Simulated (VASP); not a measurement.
# SiC (gw) (I-4m2) in VASP: single point with PBEsol

Aim: the single point of SiC (gw) with PBEsol.

Everything below comes from runs of VASP 6.6.1. Logs are shortened: lines on timing, memory, paths and dates and some standing lists are left out, and cuts for length are marked.

## Step 1: The cell of the first run

It takes space group I-4m2 (No. 119, tetragonal). Conventional cell: a = 3.050 Å, b = 3.050 Å, c = 4.387 Å, α = 90.00°, β = 90.00°, γ = 90.00°. Within 2.5 Å of Si (site symmetry -4m2) lie 4 C at 1.88 Å. C (site symmetry -4m2) has 4 Si at 1.88 Å within 2.5 Å.

## Step 2: Single point, PBEsol

Contents of INCAR:

```
SYSTEM = SiC
PREC = Accurate ; ENCUT = 600
EDIFF = 1E-6 ; ISMEAR = 0
SIGMA = 0.01 ; LREAL = .FALSE.
LASPH = .TRUE. ; NELM = 120
ALGO = Normal ; ISIF = 2
LWAVE = .FALSE. ; LCHARG = .FALSE.
GGA = PS ; NBANDS = 11
GGA_COMPAT = .FALSE.
```

Contents of KPOINTS:

```
regular mesh
0
G
  6 6 6
  0 0 0
```

Contents of POSCAR:

```
SiC
1.0
    0.0000000000      2.1566458813      2.1935702978
    2.1566458813      0.0000000000      2.1935702978
    2.1566458813      2.1566458813      0.0000000000
Si C
1 1
Direct
    0.0000000000      0.0000000000      0.0000000000
    0.2500000000      0.2500000000      0.2500000000
```

Potentials or basis: VASP PAW PBE potentials, release 64 (Si, C).

The run is started by

```
$ cat potpaw_PBE.64/Si/POTCAR potpaw_PBE.64/C/POTCAR > POTCAR
$ mpirun -np 1 vasp_std > vasp.out
```

OUTCAR:

```text
SYSTEM = SiC
   PREC = Accurate
   ENCUT = 600
   EDIFF = 1E-6
   ISMEAR = 0
   LREAL = .FALSE.
   LASPH = .TRUE.
   NELM = 120
   ISIF = 2
   GGA = PS

 ion  position               nearest neighbor table
   1  0.000  0.000  0.000-   2 1.88   2 1.88   2 1.88   2 1.88
   2  0.250  0.250  0.250-   1 1.88   1 1.88   1 1.88   1 1.88

  LATTYP: Found a body centered tetragonal cell.
 ALAT       =     3.0499578546
 C/A-ratio  =     1.4384266291

  Lattice vectors:

 A1 = (  -2.1566458813,   0.0000000000,   2.1935702978)
 A2 = (   2.1566458813,   0.0000000000,   2.1935702978)
 A3 = (   0.0000000000,   2.1566458813,  -2.1935702978)

Analysis of symmetry for initial positions (statically):
=====================================================================
 Subroutine PRICEL returns:
 Original cell was already a primitive cell.

 Routine SETGRP: Setting up the symmetry group for a
 body centered tetragonal supercell.

 Subroutine GETGRP returns: Found  8 space group operations
 (whereof  8 operations were pure point group operations)
 out of a pool of 16 trial point group operations.

The static configuration has the point symmetry D_2d.

Analysis of symmetry for dynamics (positions and initial velocities):
=====================================================================
 Subroutine PRICEL returns:
 Original cell was already a primitive cell.

 Routine SETGRP: Setting up the symmetry group for a
 body centered tetragonal supercell.

 Subroutine GETGRP returns: Found  8 space group operations
 (whereof  8 operations were pure point group operations)
 out of a pool of 16 trial point group operations.

The dynamic configuration has the point symmetry D_2d.

 Subroutine INISYM returns: Found  8 space group operations
 (whereof  8 operations are pure point group operations),
 and found     1 'primitive' translations

----------------------------------------------------------------------------------------

                                     Primitive cell

  volume of cell :      20.4051

  direct lattice vectors                    reciprocal lattice vectors
     0.000000000  2.156645881  2.193570298    -0.231841493  0.231841493  0.227938900
     2.156645881  0.000000000  2.193570298     0.231841493 -0.231841493  0.227938900
     2.156645881  2.156645881  0.000000000     0.231841493  0.231841493 -0.227938900

  length of vectors
     3.076178166  3.076178166  3.049957855     0.399320795  0.399320795  0.399320795

  position of ions in fractional coordinates (direct lattice)
     0.000000000  0.000000000  0.000000000
     0.250000000  0.250000000  0.250000000

  ion indices of the primitive-cell ions
   primitive index   ion index
                 1           1
                 2           2

----------------------------------------------------------------------------------------

 KPOINTS: regular mesh

Automatic generation of k-mesh.
 Grid dimensions read from file:
 generate k-points for:    6    6    6

 Generating k-lattice:

  Cartesian coordinates                     Fractional coordinates (reciprocal lattice)
    -0.038640249  0.038640249  0.037989817     0.166666667  0.000000000  0.000000000
     0.038640249 -0.038640249  0.037989817     0.000000000  0.166666667  0.000000000
     0.038640249  0.038640249 -0.037989817     0.000000000  0.000000000  0.166666667

  Length of vectors
     0.066553466  0.066553466  0.066553466

  Shift w.r.t. Gamma in fractional coordinates (k-lattice)
     0.000000000  0.000000000  0.000000000

 Subroutine IBZKPT returns following result:
 ===========================================

 Found     30 irreducible k-points:

 Following reciprocal coordinates:
            Coordinates               Weight
  0.000000  0.000000  0.000000      1.000000
  0.166667  0.000000  0.000000      8.000000
  0.333333  0.000000  0.000000      8.000000
  0.500000  0.000000  0.000000      4.000000
  0.166667  0.166667  0.000000      2.000000
  0.333333  0.166667  0.000000      8.000000
[... 16 lines left out ...]
  0.333333  0.000000  0.333333      4.000000
  0.500000  0.000000  0.333333     16.000000
 [... further k-points ...]
   k-points           NKPTS =     30   k-points in BZ     NKDIM =     30   number of bands    NBANDS=     11
   number of dos      NEDOS =    301   number of ions     NIONS =      2
   total plane-waves  NPLWV =  18816
   dimension x,y,z NGX =    28 NGY =   28 NGZ =   24
   dimension x,y,z NGXF=    56 NGYF=   56 NGZF=   48
   ions per type =               1   1
   NGX,Y,Z   is equivalent  to a cutoff of  15.13, 15.13, 13.08 a.u.
   NGXF,Y,Z  is equivalent  to a cutoff of  30.26, 30.26, 26.16 a.u.
 SYSTEM =  SiC
   PREC   = accura    normal or accurate (medium, high low for compatibility)
   ISTART =      0    job   : 0-new  1-cont  2-samecut
   ICHARG =      2    charge: 1-file 2-atom 10-const
   ISPIN  =      1    spin polarized calculation?
   LNONCOLLINEAR =      F non collinear calculations
   LSORBIT =      F    spin-orbit coupling
   LASPH  =      T    aspherical Exc in radial PAW
   ENCUT  =  600.0 eV  44.10 Ry    6.64 a.u.   6.14  6.14  6.09*2*pi/ulx,y,z
   NELM   =    120;   NELMIN=  2; NELMDL= -5     # of ELM steps
   EDIFF  = 0.1E-05   stopping-criterion for ELM
   LREAL  =      F    real-space projection
   EDIFFG = 0.1E-04   stopping-criterion for IOM
   NSW    =      0    number of steps for IOM
   IBRION =     -1    ionic relax: 0-MD 1-quasi-New 2-CG
   NFREE  =      0    steps in history (QN), initial steepest desc. (CG)
   ISIF   =      2    stress and relaxation
   ISYM   =      2    0-nonsym 1-usesym 2-fastsym
   POTIM  = 0.5000    time-step for ionic-motion
   TEBEG  =    0.0;   TEEND  =   0.0 temperature during run
   PSTRESS=    0.0 pullay stress
   NELECT =       8.0000    total number of electrons
   NUPDOWN=      -1.0000    fix difference up-down
   EMIN   =  10.00;   EMAX   =-10.00  energy-range for DOS
   EFERMI =   0.00;   METHOD = LEGACY
   ISMEAR =     0;   SIGMA  =   0.01  broadening in eV -4-tet -1-fermi 0-gaus
   EFERMI_NEDOS =   21; number of points for ismear=-14 and -15
   IALGO  =     38    algorithm
   IMIX   =      4    mixing-type and parameters
     AMIX     =   0.40;   BMIX     =  1.00
     AMIX_MAG =   1.60;   BMIX_MAG =  1.00
  volume/ion in A,a.u.               =      10.20        68.85
  Fermi-wavevector in a.u.,A,eV,Ry     =   1.198188  2.264248 19.533276  1.435655
  Thomas-Fermi vector in A             =   2.334084
   LORBIT       =      0    0 simple, 1 ext, 2 COOP (PROOUT), +10 PAW based schemes
   GGA     = PS    functional components
   LHFCALC =     F    Hartree Fock is set to
   AEXX    =    0.0000 exact exchange contribution
   IVDW    =     0    specifies the selected vdW correction
   LEPSILON=     F    determine dielectric tensor
   LRPA    =     F    only Hartree local field effects (RPA)
 non-spin polarized calculation
 Gauss-broadening in eV      SIGMA  =   0.01
  energy-cutoff  :      600.00
  volume of cell :       20.41
 maximum number of plane-waves:       692
 NGX is ok and might be reduce to    28
   NGX = 13   NGY = 13   NGZ = 13

 number of electron       8.0000000 magnetization

 Free energy of the ion-electron system (eV)
  ---------------------------------------------------
  ext. energy  EPLUGINS =         0.00000000
  ---------------------------------------------------
  free energy    TOTEN  =       -15.89838864 eV

  energy without entropy =      -15.89838864  energy(sigma->0) =      -15.89838864

 E-fermi :   8.3490     XC(G=0): -11.5637

 val. band max:        8.2621322649   @ k =   0.0000   0.0000   0.0000
 cond. band min:       9.3858062166   @ k =   0.5000   0.0000   0.5000
 fundamental gap:      1.1236739518
 Fermi energy:         8.3489814561

 k-point     1 :       0.0000    0.0000    0.0000
  band No.  band energies     occupation
      1      -7.3163      2.00000
      2       8.1435      2.00000
      3       8.2621      2.00000
      4       8.2621      2.00000
      5      14.5672      0.00000
      6      15.5420      0.00000
      7      15.5420      0.00000
      8      15.5833      0.00000
      9      22.4784      0.00000
     10      23.0177      0.00000
     11      24.6956      0.00000

 k-point     2 :       0.1667    0.0000    0.0000
  band No.  band energies     occupation
      1      -6.7684      2.00000
      2       5.8268      2.00000
      3       7.8302      2.00000
      4       7.9484      2.00000
      5      14.6160      0.00000
      6      16.0504      0.00000
      7      16.0940      0.00000
      8      16.6509      0.00000
      9      21.0092      0.00000
     10      21.3138      0.00000
     11      23.8067      0.00000

 k-point     3 :       0.3333    0.0000    0.0000
  band No.  band energies     occupation
      1      -5.2124      2.00000
      2       1.9674      2.00000
      3       7.2795      2.00000
      4       7.4629      2.00000
      5      13.9434      0.00000
      6      15.7510      0.00000
      7      15.9655      0.00000
      8      18.1376      0.00000
      9      22.4741      0.00000
     10      22.5281      0.00000
     11      23.4707      0.00000

 k-point     4 :       0.5000    0.0000    0.0000
  band No.  band energies     occupation
      1      -3.6568      2.00000
      2      -0.4587      2.00000
      3       7.0558      2.00000
      4       7.2677      2.00000
      5      13.6854      0.00000
      6      15.3148      0.00000
      7      15.5429      0.00000
      8      18.2148      0.00000
      9      24.3717      0.00000
     10      25.3949      0.00000
     11      25.6387      0.00000
[... 239 lines left out ...]
 k-point    22 :      -0.3333    0.5000    0.1667
  band No.  band energies     occupation
      1      -2.0539      2.00000
      2       0.7606      2.00000
      3       3.6930      2.00000
      4       3.7824      2.00000
      5      12.2726      0.00000
      6      15.5186      0.00000
      7      19.1640      0.00000
      8      20.3868      0.00000
      9      22.4679      0.00000
     10      25.9283      0.00000
     11      29.4705      0.00000

 k-point    23 :       0.3333    0.0000    0.3333
  band No.  band energies     occupation
      1      -4.4646      2.00000
      2       3.2164      2.00000
      3       5.4960      2.00000
      4       5.5373      2.00000
      5      10.7283      0.00000
      6      13.2832      0.00000
      7      20.1688      0.00000
      8      20.6749      0.00000
      9      21.4201      0.00000
     10      25.8448      0.00000
     11      30.6218      0.00000

 k-point    24 :       0.5000    0.0000    0.3333
  band No.  band energies     occupation
      1      -2.8607      2.00000
      2       1.3660      2.00000
      3       3.7733      2.00000
      4       5.3397      2.00000
      5      10.7815      0.00000
      6      14.2924      0.00000
      7      20.1876      0.00000
      8      20.6815      0.00000
      9      22.5625      0.00000
     10      26.3486      0.00000
     11      29.9586      0.00000

 [... further k-points ...]
[... 5 lines left out ...]
  --------------------------------------------------------------------------------------
  -------------------------------------------------------------------------------------
  Total        0.6009565      0.6009565      0.0366253      0.0000000     -0.0000000      0.0000000
  in kB       47.1861356     47.1861356      2.8757583      0.0000000     -0.0000000      0.0000000
  external PRESSURE =      32.4160098 kB  Pullay stress =       0.0000000 kB

 VOLUME and BASIS-vectors are now :
 -----------------------------------------------------------------------------
  energy-cutoff  :      600.00
  volume of cell :       20.41
      direct lattice vectors                 reciprocal lattice vectors
     0.000000000  2.156645881  2.193570298    -0.231841493  0.231841493  0.227938900
     2.156645881  0.000000000  2.193570298     0.231841493 -0.231841493  0.227938900
     2.156645881  2.156645881  0.000000000     0.231841493  0.231841493 -0.227938900

 POSITION                                       TOTAL-FORCE (eV/Angst)
 -----------------------------------------------------------------------------------
      0.00000      0.00000      0.00000        -0.000000     -0.000000      0.000000
      1.07832      1.07832      1.09679         0.000000      0.000000      0.000000
 -----------------------------------------------------------------------------------
    total drift:                                0.000000      0.000000      0.000000

  FREE ENERGIE OF THE ION-ELECTRON SYSTEM (eV)
  ---------------------------------------------------
  free  energy   TOTEN  =       -15.8983886428 eV

  energy  without entropy=      -15.8983886428  energy(sigma->0) =      -15.89838864
```

Wall time 5.9 s (1 thread of Intel Xeon 6975P-C (Granite Rapids), shared host); peak memory 0.14 GiB.

What came out:

```
Free energy            : -15.8984 eV
Pressure               : 3.2 GPa
Band gap on the k mesh : 1.12 eV, indirect (least direct gap 4.44 eV)
```

Caveat: the PAW data sets were made with another functional, which shifts forces and pressure a little. A k mesh can miss the band edges.
